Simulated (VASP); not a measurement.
# MgS (Immm) in VASP: single point with HSE06

Aim: the single point of MgS with HSE06.

Everything below comes from runs of VASP 6.6.1. Logs are shortened: lines on timing, memory, paths and dates and some standing lists are left out, and cuts for length are marked.

## Step 1: The cell of the first run

Symmetry: Immm, No. 71, orthorhombic system. The conventional cell has a = 3.571 Å, b = 3.787 Å, c = 5.203 Å, α = 90.00°, β = 90.00°, γ = 90.00°. Within 3.4 Å of Mg (site symmetry mmm) lie 6 S at 2.60 Å. S (site symmetry mmm) has 6 Mg at 2.60 Å within 3.4 Å.

## Step 2: Single point, HSE06 (shear xy strain -5.9%)

Input file POSCAR:

```
MgS
1.0
   -0.0762244756      2.6015179370      2.6015179370
    2.6015179370     -0.0762244756      2.6015179370
    2.5252934615      2.5252934615      0.0000000000
Mg S
1 1
Direct
    0.0000000000      0.0000000000      0.0000000000
    0.5000000000      0.5000000000      0.5000000000
```

Input file INCAR.step1:

```
  ALGO = Normal
  EDIFF = 1E-5
  ENCUT = 520
  GGA = PE
  ISIF = 2
  ISMEAR = 0
  LASPH = True
  LREAL = False
  LWAVE = True
  NBANDS = 11
  NELM = 100
  PREC = Accurate
  SIGMA = 0.01
```

Input file INCAR.step2:

```
  ALGO = Normal
  EDIFF = 1E-6
  ENCUT = 520
  GGA = PE
  HFSCREEN = 0.2079
  ISIF = 2
  ISMEAR = 0
  ISTART = 1
  LASPH = True
  LCHARG = True
  LELF = True
  LHFCALC = True
  LREAL = False
  LVHAR = True
  LWAVE = False
  NBANDS = 11
  NELM = 100
  PREC = Accurate
  PRECFOCK = Normal
  SIGMA = 0.01
```

Input file KPOINTS:

```
k-points
0
Gamma
  6 6 6
```

Potentials or basis: VASP PAW PBE potentials, release 64 (Mg, S).

Started as:

```bash
cat potpaw_PBE.64/Mg/POTCAR potpaw_PBE.64/S/POTCAR > POTCAR
cp INCAR.step1 INCAR
mpirun -np 1 vasp_std > vasp.out
cp INCAR.step2 INCAR
mpirun -np 1 vasp_std > vasp.out
```

OUTCAR:

```text
EDIFF = 1E-6
   ENCUT = 520
   GGA = PE
   HFSCREEN = 0.2079
   ISIF = 2
   ISMEAR = 0
   ISTART = 1
   LASPH = True
   LHFCALC = True
   LREAL = False
   NELM = 100
   PREC = Accurate
   PRECFOCK = Normal

 ion  position               nearest neighbor table
   1  0.000  0.000  0.000-   2 2.60   2 2.60   2 2.60   2 2.60   2 2.60   2 2.60
   2  0.500  0.500  0.500-   1 2.60   1 2.60   1 2.60   1 2.60   1 2.60   1 2.60

  LATTYP: Found a body centered orthorhombic cell.
 ALAT       =     3.5713042622
 B/A-ratio  =     1.0603688060
 C/A-ratio  =     1.4569007544

  Lattice vectors:

 A1 = (   0.0762244756,  -2.6015179370,  -2.6015179370)
 A2 = (  -0.0762244755,   2.6015179371,  -2.6015179370)
 A3 = (   2.6015179370,  -0.0762244756,   2.6015179370)

Analysis of symmetry for initial positions (statically):
=====================================================================
 Subroutine PRICEL returns:
 Original cell was already a primitive cell.

 Routine SETGRP: Setting up the symmetry group for a
 body centered orthorhombic supercell.

 Subroutine GETGRP returns: Found  8 space group operations
 (whereof  8 operations were pure point group operations)
 out of a pool of  8 trial point group operations.

The static configuration has the point symmetry D_2h.

Analysis of symmetry for dynamics (positions and initial velocities):
=====================================================================
 Subroutine PRICEL returns:
 Original cell was already a primitive cell.

 Routine SETGRP: Setting up the symmetry group for a
 body centered orthorhombic supercell.

 Subroutine GETGRP returns: Found  8 space group operations
 (whereof  8 operations were pure point group operations)
 out of a pool of  8 trial point group operations.

The dynamic configuration has the point symmetry D_2h.

 Subroutine INISYM returns: Found  8 space group operations
 (whereof  8 operations are pure point group operations),
 and found     1 'primitive' translations

----------------------------------------------------------------------------------------

                                     Primitive cell

  volume of cell :      35.1834

  direct lattice vectors                    reciprocal lattice vectors
    -0.076224476  2.601517937  2.601517937    -0.186724458  0.186724458  0.192195484
     2.601517937 -0.076224476  2.601517937     0.186724458 -0.186724458  0.192195484
     2.525293462  2.525293462  0.000000000     0.197996790  0.197996790 -0.192195484

  length of vectors
     3.679891483  3.679891483  3.571304262     0.326605497  0.326605497  0.339624148

  position of ions in fractional coordinates (direct lattice)
     0.000000000  0.000000000  0.000000000
     0.500000000  0.500000000  0.500000000

  ion indices of the primitive-cell ions
   primitive index   ion index
                 1           1
                 2           2

----------------------------------------------------------------------------------------

 KPOINTS: k-points

Automatic generation of k-mesh.
 Grid dimensions read from file:
 generate k-points for:    6    6    6

 Generating k-lattice:

  Cartesian coordinates                     Fractional coordinates (reciprocal lattice)
    -0.031120743  0.031120743  0.032032581     0.166666667  0.000000000  0.000000000
     0.031120743 -0.031120743  0.032032581     0.000000000  0.166666667  0.000000000
     0.032999465  0.032999465 -0.032032581     0.000000000  0.000000000  0.166666667

  Length of vectors
     0.054434249  0.054434249  0.056604025

  Shift w.r.t. Gamma in fractional coordinates (k-lattice)
     0.000000000  0.000000000  0.000000000

 Subroutine IBZKPT returns following result:
 ===========================================

 Found     46 irreducible k-points:

 Following reciprocal coordinates:
            Coordinates               Weight
  0.000000  0.000000  0.000000      1.000000
  0.166667  0.000000  0.000000      4.000000
  0.333333  0.000000  0.000000      4.000000
  0.500000  0.000000  0.000000      2.000000
  0.166667  0.166667  0.000000      2.000000
  0.333333  0.166667  0.000000      4.000000
[... 16 lines left out ...]
 -0.166667  0.333333  0.166667      4.000000
  0.500000  0.500000  0.166667      4.000000
 [... further k-points ...]
   k-points           NKPTS =     46   k-points in BZ     NKDIM =    216   number of bands    NBANDS=     11
   number of dos      NEDOS =    301   number of ions     NIONS =      2
   total plane-waves  NPLWV =  21952
   dimension x,y,z NGX =    28 NGY =   28 NGZ =   28
   dimension x,y,z NGXF=    56 NGYF=   56 NGZF=   56
   ions per type =               1   1
   NGX,Y,Z   is equivalent  to a cutoff of  12.65, 12.65, 13.03 a.u.
   NGXF,Y,Z  is equivalent  to a cutoff of  25.30, 25.30, 26.07 a.u.
 SYSTEM =  unknown system
   PREC   = accura    normal or accurate (medium, high low for compatibility)
   ISTART =      1    job   : 0-new  1-cont  2-samecut
   ICHARG =      0    charge: 1-file 2-atom 10-const
   ISPIN  =      1    spin polarized calculation?
   LNONCOLLINEAR =      F non collinear calculations
   LSORBIT =      F    spin-orbit coupling
   LASPH  =      T    aspherical Exc in radial PAW
   ENCUT  =  520.0 eV  38.22 Ry    6.18 a.u.   6.84  6.84  6.64*2*pi/ulx,y,z
   NELM   =    100;   NELMIN=  2; NELMDL=  0     # of ELM steps
   EDIFF  = 0.1E-05   stopping-criterion for ELM
   LREAL  =      F    real-space projection
   EDIFFG = 0.1E-04   stopping-criterion for IOM
   NSW    =      0    number of steps for IOM
   IBRION =     -1    ionic relax: 0-MD 1-quasi-New 2-CG
   NFREE  =      0    steps in history (QN), initial steepest desc. (CG)
   ISIF   =      2    stress and relaxation
   ISYM   =      3    0-nonsym 1-usesym 2-fastsym
   POTIM  = 0.5000    time-step for ionic-motion
   TEBEG  =    0.0;   TEEND  =   0.0 temperature during run
   PSTRESS=    0.0 pullay stress
   NELECT =       8.0000    total number of electrons
   NUPDOWN=      -1.0000    fix difference up-down
   EMIN   =  10.00;   EMAX   =-10.00  energy-range for DOS
   EFERMI =   0.00;   METHOD = LEGACY
   ISMEAR =     0;   SIGMA  =   0.01  broadening in eV -4-tet -1-fermi 0-gaus
   EFERMI_NEDOS =   21; number of points for ismear=-14 and -15
   IALGO  =     38    algorithm
   IMIX   =      1    mixing-type and parameters
     AMIX     =   0.40;   BMIX     =  1.00
     AMIX_MAG =   1.60;   BMIX_MAG =  1.00
  volume/ion in A,a.u.               =      17.59       118.71
  Fermi-wavevector in a.u.,A,eV,Ry     =   0.999215  1.888243 13.584477  0.998431
  Thomas-Fermi vector in A             =   2.131490
   LORBIT       =      0    0 simple, 1 ext, 2 COOP (PROOUT), +10 PAW based schemes
   GGA     = PE    functional components
   LHFCALC =     T    Hartree Fock is set to
   PRECFOCK=normal    Normal, Fast or Accurate (Low or Medium for compatibility)
   ENCUT4O =  -1.0   cutoff for four orbital integrals eV
   NKREDX  =     1    reduce k-point grid by
   NKREDY  =     1    reduce k-point grid by
   NKREDZ  =     1    reduce k-point grid by
   AEXX    =    0.2500 exact exchange contribution
   HFSCREEN=    0.2079 screening length (either q_TF or 0.3 A-1)
   HFSCREENC=   0.2079 screening length for correlation (either q_TF or 0.3 A-1)
   ENCUTFOCK=  -1.0 apply spherical cutoff to Coloumb kernel
   IVDW    =     0    specifies the selected vdW correction
   LEPSILON=     F    determine dielectric tensor
   LRPA    =     F    only Hartree local field effects (RPA)
 non-spin polarized calculation
 Gauss-broadening in eV      SIGMA  =   0.01
  energy-cutoff  :      520.00
  volume of cell :       35.18
 maximum number of plane-waves:       965
  NGX = 24; NGY = 24; NGZ = 20

 number of electron       8.0000001 magnetization

 Free energy of the ion-electron system (eV)
  ---------------------------------------------------
  ext. energy  EPLUGINS =         0.00000000
  ---------------------------------------------------
  free energy    TOTEN  =        -9.86511670 eV

  energy without entropy =       -9.86511670  energy(sigma->0) =       -9.86511670

 E-fermi :   3.4971     XC(G=0):  -8.0540

 val. band max:        3.3664098937   @ k =   0.0000   0.0000   0.0000
 cond. band min:       6.6912283050   @ k =   0.5000   0.5000   0.0000
 fundamental gap:      3.3248184112
 Fermi energy:         3.4971085261

 k-point     1 :       0.0000    0.0000    0.0000
  band No.  band energies     occupation
      1     -10.8911      2.00000
      2       2.8147      2.00000
      3       3.0637      2.00000
      4       3.3664      2.00000
      5       7.8146      0.00000
      6      11.6810      0.00000
      7      12.2491      0.00000
      8      12.7183      0.00000
      9      14.7667      0.00000
     10      14.8162      0.00000
     11      16.7216      0.00000

 k-point     2 :       0.1667    0.0000    0.0000
  band No.  band energies     occupation
      1     -10.6159      2.00000
      2       1.1765      2.00000
      3       2.8336      2.00000
      4       3.1810      2.00000
      5       9.0220      0.00000
      6      11.6617      0.00000
      7      12.4207      0.00000
      8      12.9046      0.00000
      9      13.9167      0.00000
     10      14.3417      0.00000
     11      17.0549      0.00000

 k-point     3 :       0.3333    0.0000    0.0000
  band No.  band energies     occupation
      1      -9.9548      2.00000
      2      -1.2231      2.00000
      3       2.5702      2.00000
      4       2.8535      2.00000
      5       9.0570      0.00000
      6      11.6388      0.00000
      7      12.0072      0.00000
      8      13.5737      0.00000
      9      15.6078      0.00000
     10      16.1940      0.00000
     11      16.3720      0.00000
[... 267 lines left out ...]
 k-point    23 :      -0.1667    0.3333    0.1667
  band No.  band energies     occupation
      1      -9.4867      2.00000
      2      -0.9284      2.00000
      3       0.6222      2.00000
      4       1.8902      2.00000
      5       9.6476      0.00000
      6      10.9247      0.00000
      7      12.0970      0.00000
      8      14.2760      0.00000
      9      16.1899      0.00000
     10      18.6677      0.00000
     11      19.4460      0.00000

 k-point    24 :       0.5000    0.5000    0.1667
  band No.  band energies     occupation
      1      -9.1458      2.00000
      2      -1.1551      2.00000
      3       0.8006      2.00000
      4       1.1345      2.00000
      5       7.4414      0.00000
      6      10.2212      0.00000
      7      14.4827      0.00000
      8      14.5585      0.00000
      9      17.5076      0.00000
     10      19.3696      0.00000
     11      20.7142      0.00000

 [... further k-points ...]
[... 5 lines left out ...]
  --------------------------------------------------------------------------------------
  -------------------------------------------------------------------------------------
  Total       -0.1191409     -0.1191409     -0.1871344      0.7521518      0.0000000      0.0000000
  in kB       -5.4254300     -5.4254300     -8.5217117     34.2514215      0.0000000      0.0000000
  external PRESSURE =      -6.4575239 kB  Pullay stress =       0.0000000 kB

 VOLUME and BASIS-vectors are now :
 -----------------------------------------------------------------------------
  energy-cutoff  :      520.00
  volume of cell :       35.18
      direct lattice vectors                 reciprocal lattice vectors
    -0.076224476  2.601517937  2.601517937    -0.186724458  0.186724458  0.192195484
     2.601517937 -0.076224476  2.601517937     0.186724458 -0.186724458  0.192195484
     2.525293462  2.525293462  0.000000000     0.197996790  0.197996790 -0.192195484

 POSITION                                       TOTAL-FORCE (eV/Angst)
 -----------------------------------------------------------------------------------
      0.00000      0.00000      0.00000         0.000000      0.000000      0.000000
      2.52529      2.52529      2.60152         0.000000     -0.000000      0.000000
 -----------------------------------------------------------------------------------
    total drift:                                0.000101     -0.000109      0.000098

  FREE ENERGIE OF THE ION-ELECTRON SYSTEM (eV)
  ---------------------------------------------------
  free  energy   TOTEN  =        -9.8651167002 eV

  energy  without entropy=       -9.8651167002  energy(sigma->0) =       -9.86511670
```

It took 30 min on 1 thread of Intel Xeon 6975P-C, shared host; peak memory 0.29 GiB.

What came out:

```yaml
Free_energy: -9.8651 eV
Pressure: -0.6 GPa
Band_gap_on_the_k_mesh: 3.32 eV, indirect (least direct gap 4.45 eV)
```

Caveat: the cell differs from its parent crystal (shear xy strain -5.9%); the PAW data sets were made with another functional, which shifts forces and pressure a little. A k mesh can miss the band edges.
